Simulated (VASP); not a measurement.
The system is LaBiS2O.

```
La Bi S O
1.0
     4.05550    0.00000    0.00000
     0.00000    4.05550    0.00000
     0.00000    0.00000   14.17327
La Bi S O
2 2 4 2
Cartesian
  2.0277 0.0000 8.3302
  0.0000 2.0277 5.8430
  0.0000 2.0277 12.2992
  2.0277 0.0000 1.8741
  2.0277 0.0000 12.6145
  0.0000 2.0277 1.5588
  0.0000 2.0277 9.7824
  2.0277 0.0000 4.3909
  0.0000 0.0000 7.0866
  2.0277 2.0277 7.0866
```

| Quantity | Value |
| --- | --- |
| Program | VASP 6.6.1 |
| Task | relaxation of cell and atoms |
| Functional | PBEsol |
| Potentials or basis | VASP PAW PBE potentials, release 64 (La, Bi_d, S, O) |
| Cutoff | 600 eV |
| k mesh | 8 × 8 × 4 |
| Occupations | gaussian, width 0.03 eV |
| Spin | no spin polarisation |

At the start: pressure -3.0 GPa; volume 23.31 Å³/atom.

Task: Where does the relaxation end?

Result: Over 20 steps the energy falls by 9.6 meV/atom and the volume is 22.28 Å³/atom (-4.4 %); space group P4/nmm (No. 129, to 0.1 Å) before and after.

Step by step:
| step | energy change (eV) | largest force (eV/Å) | pressure (GPa) | volume (Å³) |
| --- | --- | --- | --- | --- |
| 1 | 0.0000 | 0.1655 | -3.01 | 233.11 |
| 2 | -0.0149 | 0.8806 | 2.89 | 218.62 |
| 3 | -0.0776 | 0.3635 | -0.09 | 225.30 |
| 4 | -0.0883 | 0.1226 | -0.04 | 224.10 |
| 5 | -0.0888 | 0.0802 | -0.03 | 223.75 |
| 6 | -0.0921 | 0.0718 | 0.00 | 223.26 |
| 7 | -0.0923 | 0.1050 | 0.02 | 223.10 |
| 8 | -0.0938 | 0.0666 | -0.01 | 222.99 |
| 9 | -0.0945 | 0.0462 | -0.04 | 222.85 |
| 10 | -0.0949 | 0.0347 | 0.06 | 222.61 |
| 11 | -0.0951 | 0.0533 | 0.19 | 222.35 |
| 12 | -0.0952 | 0.0509 | 0.19 | 222.37 |
| 13 | -0.0956 | 0.0425 | 0.15 | 222.45 |
| 14 | -0.0961 | 0.0266 | 0.08 | 222.61 |
| 15 | -0.0959 | 0.0528 | -0.06 | 222.91 |
| 16 | -0.0962 | 0.0273 | 0.02 | 222.72 |
| 17 | -0.0963 | 0.0143 | 0.01 | 222.76 |
| 18 | -0.0963 | 0.0119 | -0.01 | 222.79 |
| 19 | -0.0963 | 0.0118 | -0.02 | 222.78 |
| 20 | -0.0964 | 0.0096 | -0.03 | 222.76 |

Final structure:
```yaml
crystal:
  lattice:
    - [4.00287, 0.00000, 0.00000]
    - [0.00000, 4.00287, 0.00000]
    - [0.00000, 0.00000, 13.90237]
  atoms:
    - { symbol: La, position: [0.50000, 0.00000, 0.58952] }
    - { symbol: La, position: [0.00000, 0.50000, 0.41048] }
    - { symbol: Bi, position: [0.00000, 0.50000, 0.87015] }
    - { symbol: Bi, position: [0.50000, 0.00000, 0.12985] }
    - { symbol: S, position: [0.50000, 0.00000, 0.89306] }
    - { symbol: S, position: [0.00000, 0.50000, 0.10694] }
    - { symbol: S, position: [0.00000, 0.50000, 0.69045] }
    - { symbol: S, position: [0.50000, 0.00000, 0.30955] }
    - { symbol: O, position: [0.00000, 0.00000, 0.50000] }
    - { symbol: O, position: [0.50000, 0.50000, 0.50000] }
```

Caveat: the PAW data sets were made with another functional, which shifts forces and pressure a little.
